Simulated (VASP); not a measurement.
Input of a VASP 6.6.1 run:

Contents of INCAR:

```
SYSTEM = SiNi3
PREC = Accurate
ENCUT = 520
EDIFF = 1E-6
ISMEAR = 0
SIGMA = 0.15
LREAL = .FALSE.
LASPH = .TRUE.
NELM = 80
ALGO = Fast
ISIF = 2
LWAVE = .FALSE.
LCHARG = .FALSE.
GGA = PS
NBANDS = 25
```

KPOINTS

```
Automatic mesh
0
G
  14 14 14
  0 0 0
```

The input POSCAR:

```
SiNi3
1.0
    3.4612457436      0.0000000000      0.0000000000
    0.0000000000      3.4612457436      0.0000000000
    0.0000000000      0.0000000000      3.4612457436
Si Ni
1 3
Direct
    0.0000000000      0.0000000000      0.0000000000
    0.0000000000      0.5902854126      0.5000000000
    0.5000000000      0.0902854126      0.5000000000
    0.5000000000      0.5902854126      0.0000000000
```

Potentials or basis: VASP PAW PBE potentials, release 64 (Si, Ni).

The run is started by

```sh
$ cat potpaw_PBE.64/Si/POTCAR potpaw_PBE.64/Ni/POTCAR > POTCAR
$ mpirun -np 1 vasp_std > vasp.out
```

Problem. What does it give for the band gap on the k mesh?

Solution. Zero (band 17 reaches 11.12 eV, above the bottom of band 18 at 10.81 eV).

Problem. What does it give for the pressure?

Solution. 5.9 GPa.

Stress tensor (GPa, compression positive):
```
5.50 0.00 0.00
0.00 6.81 0.00
0.00 0.00 5.50
```

Caveat: the cell differs from its parent crystal (all Ni atoms moved +0.312 Å, as atom 2 along Cartesian [0 1 0]); the PAW data sets were made with another functional, which shifts forces and pressure a little. Spin polarisation is off, so any magnetic state and its effect on volume and gap are missing.
